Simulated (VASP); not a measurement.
# Al3Ga3N2 (P3m1) in VASP: further runs, part 2 of 2

VASP 6.6.1.

**5. Single point, PBE**

This run uses another cell than the first one, of 14.98 Å³/atom.

INCAR

```
SYSTEM = Al3Ga3N2
  PREC = Accurate
  ENCUT = 520
  EDIFF = 1E-6
  ISMEAR = 0
  SIGMA = 0.1
  LREAL = .FALSE.
  LASPH = .TRUE.
  NELM = 60
  ALGO = Normal
  ISIF = 2
  LWAVE = .FALSE.
  LCHARG = .FALSE.
  GGA = PE
  NBANDS = 39
```

KPOINTS

```
Automatic mesh
0
G
  12 12 2
  0 0 0
```

POSCAR

```
Al3Ga3N2
1.0
    3.0762227030      0.0000000000      0.0000000000
   -1.5381113515      2.6640870085      0.0000000000
    0.0000000000      0.0000000000     14.6189816627
Al Ga N
3 3 2
Direct
    0.3333333333      0.6666666667      0.1752414348
    0.0000000000      0.0000000000      0.3520666915
    0.0000000000      0.0000000000      0.0010099985
    0.3333333333      0.6666666667      0.5188037856
    0.3333333333      0.6666666667      0.8459207413
    0.6666666667      0.3333333333      0.6801379606
    0.0000000000      0.0000000000      0.1334958345
    0.3333333333      0.6666666667      0.3063235533
```

Potentials or basis: VASP PAW PBE potentials, release 64 (Al, Ga_d, N).

Command:

```sh
$ cat potpaw_PBE.64/Al/POTCAR potpaw_PBE.64/Ga_d/POTCAR potpaw_PBE.64/N/POTCAR > POTCAR
$ mpirun -np 1 vasp_std > vasp.out
```

OUTCAR:

```text
SYSTEM = Al3Ga3N2
   PREC = Accurate
   ENCUT = 520
   EDIFF = 1E-6
   ISMEAR = 0
   LREAL = .FALSE.
   LASPH = .TRUE.
   NELM = 60
   ISIF = 2
   GGA = PE

 ion  position               nearest neighbor table
   1  0.333  0.667  0.175-   7 1.88   7 1.88   7 1.88   8 1.92   3 3.11   3 3.11   3 3.11   2 3.14
                             2 3.14   2 3.14
   2  0.000  0.000  0.352-   8 1.90   8 1.90   8 1.90   4 3.02   4 3.02   4 3.02   1 3.14   1 3.14
                             1 3.14
   3  0.000  0.000  0.001-   7 1.94   5 2.88   5 2.88   5 2.88   1 3.11   1 3.11   1 3.11
   4  0.333  0.667  0.519-   2 3.02   2 3.02   2 3.02
   5  0.333  0.667  0.846-   3 2.88   3 2.88   3 2.88
   6  0.667  0.333  0.680-
   7  0.000  0.000  0.133-   1 1.88   1 1.88   1 1.88   3 1.94
   8  0.333  0.667  0.306-   2 1.90   2 1.90   2 1.90   1 1.92

  LATTYP: Found a hexagonal cell.
 ALAT       =     3.0762227030
 C/A-ratio  =     4.7522507549

  Lattice vectors:

 A1 = (   3.0762227030,   0.0000000000,   0.0000000000)
 A2 = (  -1.5381113515,   2.6640870085,   0.0000000000)
 A3 = (   0.0000000000,   0.0000000000,  14.6189816627)

Analysis of symmetry for initial positions (statically):
=====================================================================
 Subroutine PRICEL returns:
 Original cell was already a primitive cell.

 Routine SETGRP: Setting up the symmetry group for a
 hexagonal supercell.

 Subroutine GETGRP returns: Found  6 space group operations
 (whereof  6 operations were pure point group operations)
 out of a pool of 24 trial point group operations.

The static configuration has the point symmetry C_3v.

Analysis of symmetry for dynamics (positions and initial velocities):
=====================================================================
 Subroutine PRICEL returns:
 Original cell was already a primitive cell.

 Routine SETGRP: Setting up the symmetry group for a
 hexagonal supercell.
[... 141 lines left out ...]
   LORBIT       =      0    0 simple, 1 ext, 2 COOP (PROOUT), +10 PAW based schemes
   GGA     = PE    functional components
   LHFCALC =     F    Hartree Fock is set to
   AEXX    =    0.0000 exact exchange contribution
   IVDW    =     0    specifies the selected vdW correction
   LEPSILON=     F    determine dielectric tensor
   LRPA    =     F    only Hartree local field effects (RPA)
 non-spin polarized calculation
 Gauss-broadening in eV      SIGMA  =   0.10
  energy-cutoff  :      520.00
  volume of cell :      119.81
 maximum number of plane-waves:      3264
 NGX is ok and might be reduce to    24
   NGX = 11   NGY = 11   NGZ = 55

 number of electron      57.9999993 magnetization

 Free energy of the ion-electron system (eV)
  ---------------------------------------------------
  ext. energy  EPLUGINS =         0.00000000
  ---------------------------------------------------
  free energy    TOTEN  =       -41.02515131 eV

  energy without entropy =      -41.01855065  energy(sigma->0) =      -41.02185098

 E-fermi :   6.5192     XC(G=0): -10.6802

 val. band max:        6.4717199865   @ k =   0.3333   0.1667   0.5000
 cond. band min:       6.5353523229   @ k =   0.3333   0.3333   0.5000
 fundamental gap:      0.0636323364
 Fermi energy:         6.5191568235

 k-point     1 :       0.0000    0.0000    0.0000
  band No.  band energies     occupation
      1     -10.5754      2.00000
      2      -9.5968      2.00000
      3      -8.2933      2.00000
      4      -8.2627      2.00000
      5      -8.2428      2.00000
      6      -8.2428      2.00000
[... 997 lines left out ...]
     38      12.8975      0.00000
     39      13.2434      0.00000

 [... further k-points ...]

------------------------ aborting loop because EDIFF is reached ----------------------------------------

  FORCE on cell =-STRESS in cart. coord.  units (eV):
  Direction    XX          YY          ZZ          XY          YZ          ZX
  --------------------------------------------------------------------------------------
  -------------------------------------------------------------------------------------
  Total       -0.0290386     -0.0290386     -0.0487376      0.0000000      0.0000000      0.0000000
  in kB       -0.3883316     -0.3883316     -0.6517650      0.0000000      0.0000000      0.0000000
  external PRESSURE =      -0.4761427 kB  Pullay stress =       0.0000000 kB

 VOLUME and BASIS-vectors are now :
 -----------------------------------------------------------------------------
  energy-cutoff  :      520.00
  volume of cell :      119.81
      direct lattice vectors                 reciprocal lattice vectors
     3.076222703  0.000000000  0.000000000     0.325073994  0.187681558  0.000000000
    -1.538111352  2.664087009  0.000000000     0.000000000  0.375363116  0.000000000
     0.000000000  0.000000000 14.618981663     0.000000000  0.000000000  0.068404217

 POSITION                                       TOTAL-FORCE (eV/Angst)
 -----------------------------------------------------------------------------------
     -0.00000      1.77606      2.56185        -0.000000      0.000000     -0.000712
      0.00000      0.00000      5.14686         0.000000     -0.000000     -0.018307
      0.00000      0.00000      0.01477        -0.000000      0.000000      0.006444
     -0.00000      1.77606      7.58438         0.000000      0.000000     -0.006166
     -0.00000      1.77606     12.36650        -0.000000      0.000000      0.003915
      1.53811      0.88803      9.94292        -0.000000      0.000000      0.001193
      0.00000      0.00000      1.95157        -0.000000      0.000000      0.007531
     -0.00000      1.77606      4.47814        -0.000000      0.000000      0.006102
 -----------------------------------------------------------------------------------
    total drift:                                0.000000      0.000000     -0.000137

  FREE ENERGIE OF THE ION-ELECTRON SYSTEM (eV)
  ---------------------------------------------------
  free  energy   TOTEN  =       -41.0251513135 eV

  energy  without entropy=      -41.0185506519  energy(sigma->0) =      -41.02185098
```

OSZICAR:

```text
N       E                     dE             d eps       ncg     rms          rms(c)
DAV:   1     0.516688105104E+03    0.51669E+03   -0.25704E+04  3209   0.220E+03
DAV:   2     0.440627988770E+02   -0.47263E+03   -0.44789E+03  3137   0.584E+02
DAV:   3    -0.406444971523E+02   -0.84707E+02   -0.82637E+02  3378   0.169E+02
DAV:   4    -0.465318995368E+02   -0.58874E+01   -0.58397E+01  4106   0.456E+01
DAV:   5    -0.466964641022E+02   -0.16456E+00   -0.16438E+00  3825   0.742E+00    0.129E+01
DAV:   6    -0.409540810825E+02    0.57424E+01   -0.23669E+01  3880   0.260E+01    0.450E+00
DAV:   7    -0.410930684107E+02   -0.13899E+00   -0.53953E+00  3346   0.145E+01    0.337E+00
DAV:   8    -0.410525859922E+02    0.40482E-01   -0.98917E-01  3616   0.575E+00    0.226E+00
DAV:   9    -0.410436738835E+02    0.89121E-02   -0.48739E-01  4236   0.842E+00    0.702E-01
DAV:  10    -0.410270067495E+02    0.16667E-01   -0.12613E-01  4071   0.368E+00    0.417E-01
DAV:  11    -0.410246394767E+02    0.23673E-02   -0.19938E-02  3751   0.185E+00    0.191E-01
DAV:  12    -0.410251583842E+02   -0.51891E-03   -0.64352E-03  3521   0.544E-01    0.113E-01
DAV:  13    -0.410251555408E+02    0.28434E-05   -0.48110E-04  3936   0.279E-01    0.499E-02
DAV:  14    -0.410251509250E+02    0.46158E-05   -0.21823E-04  3434   0.190E-01    0.156E-02
DAV:  15    -0.410251518460E+02   -0.92101E-06   -0.18167E-05  4880   0.797E-02    0.902E-03
DAV:  16    -0.410251513135E+02    0.53253E-06   -0.48300E-06  3149   0.287E-02
   1 F= -.41025151E+02 E0= -.41021851E+02  d E =-.660066E-02
```

It took 96 s on 1 thread of Intel Xeon 6975P-C (Granite Rapids), shared host; peak memory 0.33 GiB.

Results:

* Free energy: -41.0252 eV
* Pressure: 0.0 GPa
* Largest force: 0.018 eV/Å
* Band gap on the k mesh: zero (bands 29 and 30 overlap by 2.89 eV)

Forces in eV/Å, atoms in the order of the input:
```
Al   0.000  0.000 -0.001
Al   0.000  0.000 -0.018
Al   0.000  0.000  0.006
Ga   0.000  0.000 -0.006
Ga   0.000  0.000  0.004
Ga   0.000  0.000  0.001
N    0.000  0.000  0.008
N    0.000  0.000  0.006
```

**6. Single point, PBE**

This run uses another cell than the first one, of 14.98 Å³/atom.

INCAR

```
SYSTEM = Al3Ga3N2
  ALGO = Normal
  EDIFF = 1E-7
  ENCUT = 520
  GGA = PE
  ISIF = 2
  ISMEAR = 0
  LASPH = .True.
  LCHARG = .False.
  LREAL = .False.
  LWAVE = .False.
  NBANDS = 39
  NELM = 100
  PREC = Accurate
  SIGMA = 0.2
```

KPOINTS

```
k-points
0
Gamma
  12 12 2
  0 0 0
```

POSCAR: that of step 5 with these lines changed.

```diff
@@ -14,3 +14,3 @@
     0.6666666667      0.3333333333      0.6801379606
-    0.0000000000      0.0000000000      0.1334958345
+    1.0000000000      1.0000000000      0.1334958345
     0.3333333333      0.6666666667      0.3063235533
```

Potentials or basis: VASP PAW PBE potentials, release 64 (Al, Ga_d, N).

Command:

```sh
$ cat potpaw_PBE.64/Al/POTCAR potpaw_PBE.64/Ga_d/POTCAR potpaw_PBE.64/N/POTCAR > POTCAR
$ mpirun -np 1 vasp_std > vasp.out
```

It took 1.8 min on 1 thread of Intel Xeon 6975P-C (Granite Rapids), shared host; peak memory 0.33 GiB.

Results (log left out):

| Item | Value |
| --- | --- |
| Free energy | -41.0365 eV |
| Pressure | 0.0 GPa |
| Largest force | 0.016 eV/Å |
| Band gap on the k mesh | zero (bands 29 and 30 overlap by 2.89 eV) |

Forces on the atoms (eV/Å):
```
Al   0.000  0.000 -0.002
Al   0.000  0.000 -0.015
Al   0.000  0.000 -0.003
Ga   0.000  0.000 -0.016
Ga   0.000  0.000  0.015
Ga   0.000  0.000  0.008
N    0.000  0.000  0.007
N    0.000  0.000  0.007
```

Stress tensor (GPa, compression positive):
```
-0.01  0.00  0.00
 0.00 -0.01  0.00
 0.00  0.00 -0.13
```

Levels at points of the mesh, in eV from the Fermi level:
```tsv
k point	band 27	band 28	band 29	band 30	band 31	band 32
(0.00, 0.00, 0.00)	-2.58	-2.03	1.47	2.88	4.91	6.01
(0.50, 0.00, 0.00)	-3.34	-2.31	-1.78	-0.58	0.38	1.90
(0.00, 0.00, 0.50)	-2.58	-1.06	0.58	3.89	4.35	5.94
(0.50, 0.00, 0.50)	-3.34	-2.49	-1.91	-0.41	0.64	1.80
```

**7. Summary**

| cell | k mesh | smearing | gap on the mesh (eV) | pressure (GPa) | largest force (eV/Å) |
| --- | --- | --- | --- | --- | --- |
| a = 3.081, b = 3.081, c = 14.653 Å, angles 90.0, 90.0, 120.0°, 8 atoms, atomic positions A | 6 × 6 × 2 | gaussian 0.2 eV | none | 0.1 | 0.02 |
| a = 3.068, b = 3.068, c = 14.702 Å, angles 90.0, 90.0, 120.0°, 8 atoms, atomic positions B | 6 × 6 × 2 | gaussian 0.2 eV | none | 0.0 | 0.08 |
| a = 3.095, b = 3.095, c = 14.486 Å, angles 90.0, 90.0, 120.0°, 8 atoms, atomic positions C | 12 × 12 × 2 | gaussian 0.1 eV | none | 0.0 | 0.02 |
| a = 3.076, b = 3.076, c = 14.619 Å, angles 90.0, 90.0, 120.0°, 8 atoms, atomic positions D | 12 × 12 × 2 | gaussian 0.1 eV | none | 0.0 | 0.02 |
| a = 3.076, b = 3.076, c = 14.619 Å, angles 90.0, 90.0, 120.0°, 8 atoms, atomic positions D | 12 × 12 × 2 | gaussian 0.2 eV | none | 0.0 | 0.02 |

Alike in all rows: task single point; level PBE; potentials or basis VASP PAW PBE potentials, release 64 (Al, Ga_d, N); no spin polarisation; cutoff (eV) 520.

Caveats: some runs use coarse meshes.

Absolute energies hang on the potentials; compare differences alone.

The gap in the log of VASP goes by the Fermi energy; the results here count the filled bands.